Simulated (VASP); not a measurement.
# ZnCdC4N4 (P-43m) in VASP: a series of runs

The runs below take ZnCdC4N4 through relaxation of cell and atoms, with PBE.

Program: VASP 6.6.1. These are calculated values, not measurements. Logs are shortened: lines on timing, memory, paths and dates and some standing lists are left out, and cuts for length are marked.

### 1 The cell of the first run

The structure is cubic, space group P-43m (No. 215). Conventional cell: a = 5.987 Å, b = 5.987 Å, c = 5.987 Å, α = 90.00°, β = 90.00°, γ = 90.00°. Zn (site symmetry -43m) has 4 C at 1.92 Å within 2.5 Å. Within 2.8 Å of Cd (site symmetry -43m) lie 4 N at 2.10 Å. C (site symmetry 3m) has 1 N at 1.17 Å within 1.6 Å. Within 1.6 Å of N (site symmetry 3m) lie 1 C at 1.17 Å.

### 2 Relaxation of cell and atoms, PBE

Contents of INCAR:

```
SYSTEM = ZnCdC4N4
PREC = Accurate
ENCUT = 600
EDIFF = 1E-6
ISMEAR = 0
SIGMA = 0.1
LREAL = .False.
LASPH = .True.
NELM = 60
ALGO = Normal
ISIF = 3
LWAVE = .False.
LCHARG = .False.
GGA = PE
IBRION = 2
NSW = 90
EDIFFG = -0.04
```

Contents of KPOINTS:

```
regular mesh
0
Gamma
  4 4 4
  0 0 0
```

Contents of POSCAR:

```
ZnCdC4N4
1.0
    5.9865449400      0.0000000000      0.0000000000
    0.0000000000      5.9865449400      0.0000000000
    0.0000000000      0.0000000000      5.9865449400
Zn Cd C N
1 1 4 4
Direct
    0.0000000000      0.0000000000      0.0000000000
    0.5000000000      0.5000000000      0.5000000000
    0.1848780000      0.1848780000      0.1848780000
    0.1848780000      0.8151220000      0.8151220000
    0.8151220000      0.1848780000      0.8151220000
    0.8151220000      0.8151220000      0.1848780000
    0.2977143400      0.2977143400      0.2977143400
    0.2977143400      0.7022856600      0.7022856600
    0.7022856600      0.2977143400      0.7022856600
    0.7022856600      0.7022856600      0.2977143400
```

Potentials or basis: VASP PAW PBE potentials, release 64 (Zn, Cd, C, N).

Started as:

```
$ cat potpaw_PBE.64/Zn/POTCAR potpaw_PBE.64/Cd/POTCAR potpaw_PBE.64/C/POTCAR potpaw_PBE.64/N/POTCAR > POTCAR
$ mpirun -np 1 vasp_std > vasp.out
```

OUTCAR:

```text
SYSTEM = ZnCdC4N4
   PREC = Accurate
   ENCUT = 600
   EDIFF = 1E-6
   ISMEAR = 0
   LREAL = .False.
   LASPH = .True.
   NELM = 60
   ISIF = 3
   GGA = PE
   IBRION = 2
   NSW = 90
   EDIFFG = -0.04

 ion  position               nearest neighbor table
   1  0.000  0.000  0.000-   3 1.92   4 1.92   5 1.92   6 1.92
   2  0.500  0.500  0.500-   7 2.10   8 2.10   9 2.10  10 2.10
   3  0.185  0.185  0.185-   7 1.17   1 1.92
   4  0.185  0.815  0.815-   8 1.17   1 1.92
   5  0.815  0.185  0.815-   9 1.17   1 1.92
   6  0.815  0.815  0.185-  10 1.17   1 1.92
   7  0.298  0.298  0.298-   3 1.17   2 2.10
   8  0.298  0.702  0.702-   4 1.17   2 2.10
   9  0.702  0.298  0.702-   5 1.17   2 2.10
  10  0.702  0.702  0.298-   6 1.17   2 2.10

  LATTYP: Found a simple cubic cell.
 ALAT       =     5.9865449400

  Lattice vectors:

 A1 = (   5.9865449400,   0.0000000000,   0.0000000000)
 A2 = (   0.0000000000,   5.9865449400,   0.0000000000)
 A3 = (   0.0000000000,   0.0000000000,   5.9865449400)

Analysis of symmetry for initial positions (statically):
=====================================================================
 Subroutine PRICEL returns:
 Original cell was already a primitive cell.

 Routine SETGRP: Setting up the symmetry group for a
 simple cubic supercell.

 Subroutine GETGRP returns: Found 24 space group operations
 (whereof 24 operations were pure point group operations)
 out of a pool of 48 trial point group operations.

The static configuration has the point symmetry T_d .

Analysis of symmetry for dynamics (positions and initial velocities):
=====================================================================
 Subroutine PRICEL returns:
 Original cell was already a primitive cell.

 Routine SETGRP: Setting up the symmetry group for a
 simple cubic supercell.

 Subroutine GETGRP returns: Found 24 space group operations
 (whereof 24 operations were pure point group operations)
 out of a pool of 48 trial point group operations.

The dynamic configuration has the point symmetry T_d .

 Subroutine INISYM returns: Found 24 space group operations
 (whereof 24 operations are pure point group operations),
 and found     1 'primitive' translations

----------------------------------------------------------------------------------------

                                     Primitive cell

  volume of cell :     214.5501

  direct lattice vectors                    reciprocal lattice vectors
     5.986544940  0.000000000  0.000000000     0.167041258  0.000000000  0.000000000
     0.000000000  5.986544940  0.000000000     0.000000000  0.167041258  0.000000000
     0.000000000  0.000000000  5.986544940     0.000000000  0.000000000  0.167041258

  length of vectors
     5.986544940  5.986544940  5.986544940     0.167041258  0.167041258  0.167041258

  position of ions in fractional coordinates (direct lattice)
     0.000000000  0.000000000  0.000000000
     0.500000000  0.500000000  0.500000000
     0.184878000  0.184878000  0.184878000
     0.184878000  0.815122000  0.815122000
     0.815122000  0.184878000  0.815122000
     0.815122000  0.815122000  0.184878000
     0.297714340  0.297714340  0.297714340
     0.297714340  0.702285660  0.702285660
     0.702285660  0.297714340  0.702285660
     0.702285660  0.702285660  0.297714340

  ion indices of the primitive-cell ions
   primitive index   ion index
                 1           1
                 2           2
                 3           3
                 4           4
                 5           5
                 6           6
                 7           7
                 8           8
                 9           9
                10          10

----------------------------------------------------------------------------------------

 KPOINTS: regular mesh

Automatic generation of k-mesh.
 Grid dimensions read from file:
 generate k-points for:    4    4    4

 Generating k-lattice:

  Cartesian coordinates                     Fractional coordinates (reciprocal lattice)
     0.041760315  0.000000000  0.000000000     0.250000000  0.000000000  0.000000000
     0.000000000  0.041760315  0.000000000     0.000000000  0.250000000  0.000000000
     0.000000000  0.000000000  0.041760315     0.000000000  0.000000000  0.250000000

  Length of vectors
     0.041760315  0.041760315  0.041760315

  Shift w.r.t. Gamma in fractional coordinates (k-lattice)
     0.000000000  0.000000000  0.000000000

 Subroutine IBZKPT returns following result:
 ===========================================

 Found     10 irreducible k-points:

 Following reciprocal coordinates:
            Coordinates               Weight
  0.000000  0.000000  0.000000      1.000000
  0.250000  0.000000  0.000000      6.000000
  0.500000  0.000000  0.000000      3.000000
  0.250000  0.250000  0.000000     12.000000
  0.500000  0.250000  0.000000     12.000000
  0.500000  0.500000  0.000000      3.000000
  0.250000  0.250000  0.250000      8.000000
  0.500000  0.250000  0.250000     12.000000
  0.500000  0.500000  0.250000      6.000000
  0.500000  0.500000  0.500000      1.000000
   k-points           NKPTS =     10   k-points in BZ     NKDIM =     10   number of bands    NBANDS=     36
   number of dos      NEDOS =    301   number of ions     NIONS =     10
   total plane-waves  NPLWV = 110592
   dimension x,y,z NGX =    48 NGY =   48 NGZ =   48
   dimension x,y,z NGXF=    96 NGYF=   96 NGZF=   96
   ions per type =               1   1   4   4
   NGX,Y,Z   is equivalent  to a cutoff of  13.33, 13.33, 13.33 a.u.
   NGXF,Y,Z  is equivalent  to a cutoff of  26.66, 26.66, 26.66 a.u.
 SYSTEM =  ZnCdC4N4
   PREC   = accura    normal or accurate (medium, high low for compatibility)
   ISTART =      0    job   : 0-new  1-cont  2-samecut
   ICHARG =      2    charge: 1-file 2-atom 10-const
   ISPIN  =      1    spin polarized calculation?
   LNONCOLLINEAR =      F non collinear calculations
   LSORBIT =      F    spin-orbit coupling
   LASPH  =      T    aspherical Exc in radial PAW
   ENCUT  =  600.0 eV  44.10 Ry    6.64 a.u.  11.96 11.96 11.96*2*pi/ulx,y,z
   NELM   =     60;   NELMIN=  2; NELMDL= -5     # of ELM steps
   EDIFF  = 0.1E-05   stopping-criterion for ELM
   LREAL  =      F    real-space projection
   EDIFFG = -.4E-01   stopping-criterion for IOM
   NSW    =     90    number of steps for IOM
   IBRION =      2    ionic relax: 0-MD 1-quasi-New 2-CG
   NFREE  =      1    steps in history (QN), initial steepest desc. (CG)
   ISIF   =      3    stress and relaxation
   ISYM   =      2    0-nonsym 1-usesym 2-fastsym
   POTIM  = 0.5000    time-step for ionic-motion
   TEBEG  =    0.0;   TEEND  =   0.0 temperature during run
   PSTRESS=    0.0 pullay stress
   NELECT =      60.0000    total number of electrons
   NUPDOWN=      -1.0000    fix difference up-down
   EMIN   =  10.00;   EMAX   =-10.00  energy-range for DOS
   EFERMI =   0.00;   METHOD = LEGACY
   ISMEAR =     0;   SIGMA  =   0.10  broadening in eV -4-tet -1-fermi 0-gaus
   EFERMI_NEDOS =   21; number of points for ismear=-14 and -15
   IALGO  =     38    algorithm
   IMIX   =      4    mixing-type and parameters
     AMIX     =   0.40;   BMIX     =  1.00
     AMIX_MAG =   1.60;   BMIX_MAG =  1.00
  volume/ion in A,a.u.               =      21.46       144.79
  Fermi-wavevector in a.u.,A,eV,Ry     =   1.070571  2.023087 15.593954  1.146123
  Thomas-Fermi vector in A             =   2.206286
   LORBIT       =      0    0 simple, 1 ext, 2 COOP (PROOUT), +10 PAW based schemes
   GGA     = PE    functional components
   LHFCALC =     F    Hartree Fock is set to
   AEXX    =    0.0000 exact exchange contribution
   IVDW    =     0    specifies the selected vdW correction
   LEPSILON=     F    determine dielectric tensor
   LRPA    =     F    only Hartree local field effects (RPA)
 conjugate gradient relaxation of ions
 non-spin polarized calculation
 Gauss-broadening in eV      SIGMA  =   0.10
  energy-cutoff  :      600.00
  volume of cell :      214.55
 maximum number of plane-waves:      7208
 NGX is ok and might be reduce to    48
   NGX = 23   NGY = 23   NGZ = 23

--------------------------------------- Ionic step        1  -------------------------------------------

 number of electron      60.0000028 magnetization

 Free energy of the ion-electron system (eV)
  ---------------------------------------------------
  ext. energy  EPLUGINS =         0.00000000
  ---------------------------------------------------
  free energy    TOTEN  =       -68.91260379 eV

  energy without entropy =      -68.91260379  energy(sigma->0) =      -68.91260379

------------------------ aborting loop because EDIFF is reached ----------------------------------------

  FORCE on cell =-STRESS in cart. coord.  units (eV):
  Direction    XX          YY          ZZ          XY          YZ          ZX
  --------------------------------------------------------------------------------------
  -------------------------------------------------------------------------------------
  Total        5.3136932      5.3136932      5.3136932      0.0000000     -0.0000000      0.0000000
  in kB       39.6806082     39.6806082     39.6806082      0.0000000     -0.0000000      0.0000000
  external PRESSURE =      39.6806082 kB  Pullay stress =       0.0000000 kB
[... 113 lines left out ...]
  FREE ENERGIE OF THE ION-ELECTRON SYSTEM (eV)
  ---------------------------------------------------
  free  energy   TOTEN  =       -69.0027559994 eV

  energy  without entropy=      -69.0027559994  energy(sigma->0) =      -69.00275600

[... ionic steps 4 to 7 ...]

--------------------------------------- Ionic step        8  -------------------------------------------

 number of electron      59.9999971 magnetization

------------------------ aborting loop because EDIFF is reached ----------------------------------------

  FORCE on cell =-STRESS in cart. coord.  units (eV):
  Direction    XX          YY          ZZ          XY          YZ          ZX
  --------------------------------------------------------------------------------------
  -------------------------------------------------------------------------------------
  Total       -0.6694685     -0.6694685     -0.6694685      0.0000000      0.0000000     -0.0000000
  in kB       -4.4404929     -4.4404929     -4.4404929      0.0000000      0.0000000     -0.0000000
  external PRESSURE =      -4.4404929 kB  Pullay stress =       0.0000000 kB
[... 73 lines left out ...]
  energy  without entropy=      -69.3039426410  energy(sigma->0) =      -69.30394264

--------------------------------------- Ionic step       10  -------------------------------------------

 number of electron      59.9999964 magnetization

 Free energy of the ion-electron system (eV)
  ---------------------------------------------------
  ext. energy  EPLUGINS =         0.00000000
  ---------------------------------------------------
  free energy    TOTEN  =       -69.30601123 eV

  energy without entropy =      -69.30601123  energy(sigma->0) =      -69.30601123

 E-fermi :  -3.9407     XC(G=0):  -6.6457

 val. band max:       -4.4134998784   @ k =   0.5000   0.5000   0.0000
 cond. band min:       1.6380371964   @ k =   0.0000   0.0000   0.0000
 fundamental gap:      6.0515370748
 Fermi energy:        -3.9407187390

 k-point     1 :       0.0000    0.0000    0.0000
  band No.  band energies     occupation
      1     -19.4768      2.00000
      2     -19.4106      2.00000
      3     -19.4106      2.00000
      4     -19.4106      2.00000
      5     -10.4843      2.00000
      6     -10.4843      2.00000
[... 416 lines left out ...]
  FREE ENERGIE OF THE ION-ELECTRON SYSTEM (eV)
  ---------------------------------------------------
  free  energy   TOTEN  =       -69.3060112319 eV

  energy  without entropy=      -69.3060112319  energy(sigma->0) =      -69.30601123

 reached required accuracy - stopping structural energy minimisation
```

Wall time 15 min (1 thread of Oxide Virtual Turin-like, shared host); peak memory 0.37 GiB.

What came out:

```
Free energy                           : -69.3060 eV
Relaxed volume                        : 23.96 Å³/atom
Relaxed cell                          : a = 6.211 Å, b = 6.211 Å, c = 6.211 Å, α = 90.00°, β = 90.00°, γ = 90.00°
Space group after relaxing (to 0.1 Å) : P-43m (No. 215)
Energy gained by relaxing             : 39.3 meV/atom
Ionic steps                           : 10
Pressure after relaxing               : -0.1 GPa
Largest force after relaxing          : 0.021 eV/Å
Band gap on the k mesh                : 6.05 eV (least direct gap 6.15 eV)
```

Forces on the atoms (eV/Å):
```
Zn   0.000  0.000  0.000
Cd   0.000  0.000  0.000
C   -0.006 -0.006 -0.006
C   -0.006  0.006  0.006
C    0.006 -0.006  0.006
C    0.006  0.006 -0.006
N    0.012  0.012  0.012
N    0.012 -0.012 -0.012
N   -0.012  0.012 -0.012
N   -0.012 -0.012  0.012
```

The path:
```
step  energy change (eV)  largest force (eV/Å)  pressure (GPa)  volume (Å³)
   1              0.0000                1.5300            3.97       214.55
   2              3.5993               19.8365           17.85       231.48
   3             -0.0902                1.3403            5.69       217.14
   4             -0.3436                1.3763            2.30       232.26
   5             -0.3602                1.3639            0.72       241.47
   6             -0.0832                3.9461           -3.85       241.82
   7             -0.3895                0.0087           -0.45       241.55
   8             -0.3895                0.0349           -0.44       241.55
   9             -0.3913                0.0304           -0.33       240.85
  10             -0.3934                0.0207           -0.14       239.60
```

Final structure:
```
CELL_PARAMETERS angstrom
6.21097 0.00000 0.00000
0.00000 6.21097 0.00000
0.00000 0.00000 6.21097
ATOMIC_POSITIONS crystal
Zn 0.00000 0.00000 0.00000
Cd 0.50000 0.50000 0.50000
C 0.18728 0.18728 0.18728
C 0.18728 0.81272 0.81272
C 0.81272 0.18728 0.81272
C 0.81272 0.81272 0.18728
N 0.29573 0.29573 0.29573
N 0.29573 0.70427 0.70427
N 0.70427 0.29573 0.70427
N 0.70427 0.70427 0.29573
```

A k mesh can miss the band edges.

### 3 Relaxation of cell and atoms, PBE

This run uses another cell than the first one, of 23.69 Å³/atom.

Contents of INCAR:

```
SYSTEM = ZnCdC4N4
PREC = Accurate
ENCUT = 600
EDIFF = 1E-7
ISMEAR = 0
SIGMA = 0.02
LREAL = .False.
LASPH = .True.
NELM = 100
ALGO = Normal
ISIF = 3
LWAVE = .False.
LCHARG = .False.
GGA = PE
IBRION = 2
NSW = 100
EDIFFG = -0.01
```

KPOINTS is that of step 2.

Contents of POSCAR:

```
ZnCdC4N4
1.0
    6.1872578575      0.0000000000      0.0000000000
    0.0000000000      6.1872578575      0.0000000000
    0.0000000000      0.0000000000      6.1872578575
Zn Cd C N
1 1 4 4
Direct
    0.0000000000      0.0000000000      0.0000000000
    0.5000000000      0.5000000000      0.5000000000
    0.1874622899      0.1874622899      0.1874622899
    0.1874622899      0.8125377101      0.8125377101
    0.8125377101      0.1874622899      0.8125377101
    0.8125377101      0.8125377101      0.1874622899
    0.2959998413      0.2959998413      0.2959998413
    0.2959998413      0.7040001587      0.7040001587
    0.7040001587      0.2959998413      0.7040001587
    0.7040001587      0.7040001587      0.2959998413
```

Potentials or basis: VASP PAW PBE potentials, release 64 (Zn, Cd, C, N).

Started as:

```
$ cat potpaw_PBE.64/Zn/POTCAR potpaw_PBE.64/Cd/POTCAR potpaw_PBE.64/C/POTCAR potpaw_PBE.64/N/POTCAR > POTCAR
$ mpirun -np 1 vasp_std > vasp.out
```

It took 18 min on 1 thread of Oxide Virtual Turin-like, shared host; peak memory 0.41 GiB.

It converged, with:

```yaml
Free_energy: -69.3230 eV
Relaxed_volume: 23.86 Å³/atom
Relaxed_cell: a = 6.202 Å, b = 6.202 Å, c = 6.202 Å, α = 90.00°, β = 90.00°, γ = 90.00°
Space_group_after_relaxing_to_0.1_Å: P-43m (No. 215)
Energy_gained_by_relaxing: 0.3 meV/atom
Ionic_steps: 6
Pressure_after_relaxing: 0.0 GPa
Largest_force_after_relaxing: 0.007 eV/Å
Band_gap_on_the_k_mesh: 6.05 eV (least direct gap 6.15 eV)
```

Forces in eV/Å, atoms in the order of the input:
```
Zn   0.000  0.000  0.000
Cd   0.000  0.000  0.000
C   -0.004 -0.004 -0.004
C   -0.004  0.004  0.004
C    0.004 -0.004  0.004
C    0.004  0.004 -0.004
N   -0.002 -0.002 -0.002
N   -0.002  0.002  0.002
N    0.002 -0.002  0.002
N    0.002  0.002 -0.002
```

The path:
```tsv
step	energy change (eV)	largest force (eV/Å)	pressure (GPa)	volume (Å³)
1	0.0000	0.3541	0.53	236.86
2	0.2440	3.5794	-3.25	239.56
3	-0.0021	0.0557	0.17	237.08
4	-0.0021	0.0442	0.19	237.08
5	-0.0030	0.0211	0.06	237.92
6	-0.0030	0.0067	-0.04	238.59
```

Final structure:
```
CELL_PARAMETERS angstrom
6.20226 0.00000 0.00000
0.00000 6.20226 0.00000
0.00000 0.00000 6.20226
ATOMIC_POSITIONS crystal
Zn 0.00000 0.00000 0.00000
Cd 0.50000 0.50000 0.50000
C 0.18731 0.18731 0.18731
C 0.18731 0.81269 0.81269
C 0.81269 0.18731 0.81269
C 0.81269 0.81269 0.18731
N 0.29589 0.29589 0.29589
N 0.29589 0.70411 0.70411
N 0.70411 0.29589 0.70411
N 0.70411 0.70411 0.29589
```

Levels at points of the mesh, in eV from the valence-band top:
```tsv
k point	band 28	band 29	band 30	band 31	band 32	band 33
(0.00, 0.00, 0.00)	-0.31	-0.31	-0.31	6.05	6.05	6.05
(0.50, 0.00, 0.00)	-0.32	-0.01	-0.01	6.17	6.17	6.40
(0.50, 0.50, 0.00)	-0.43	0.00	0.00	6.26	6.48	6.51
(0.50, 0.50, 0.50)	-0.33	-0.33	-0.33	6.47	6.47	6.47
```
